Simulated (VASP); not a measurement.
Here is a VASP 6.6.1 calculation.

The input INCAR:

```
ALGO = Normal ; EDIFF = 1E-6
EDIFFG = -0.002 ; ENCUT = 600
GGA = PS ; IBRION = 2
ISIF = 3 ; ISMEAR = 0
LASPH = True ; LCHARG = False
LREAL = False ; LWAVE = False
NELM = 100 ; NSW = 100
PREC = Accurate ; PSTRESS = 100.0
SIGMA = 0.01
```

The input KPOINTS:

```
k-points
0
Gamma
  10 10 10
```

The input POSCAR:

```
LiH
1.0
    1.9903724901      1.9903724901      0.0000000000
   -1.9903724901      1.9903724901      0.0000000000
    0.0000000000      1.9903724901      1.9903724901
Li H
1 1
Direct
    0.0000000000      0.0000000000      0.0000000000
    0.5000000000      0.5000000000      0.0000000000
```

Potentials or basis: VASP PAW PBE potentials, release 64 (Li_sv, H).

Command:

```console
$ cat potpaw_PBE.64/Li_sv/POTCAR potpaw_PBE.64/H/POTCAR > POTCAR
$ mpirun -np 1 vasp_std > vasp.out
```

(1) Estimate the relaxed cell.

(2) Predict the relaxed volume.

(3) Predict the band gap on the k mesh.

(4) Predict the space group after relaxing (to 0.05 Å).

Answers

(1) a = 2.635 Å, b = 2.635 Å, c = 2.635 Å, α = 60.00°, β = 60.00°, γ = 90.00°.

(2) 6.47 Å³/atom.

(3) 2.52 eV, direct.

(4) Fm-3m (No. 225).

Caveat: the cutoff is under 1.25 times the usual one of these potentials, so pressure, stress and relaxed cells hold a basis-set (Pulay) error; the cell is relaxed towards a set pressure, so the enthalpy falls and the energy may rise; the volume moved by over 15 % at a fixed basis, so the end points are rough; the PAW data sets were made with another functional, which shifts forces and pressure a little.
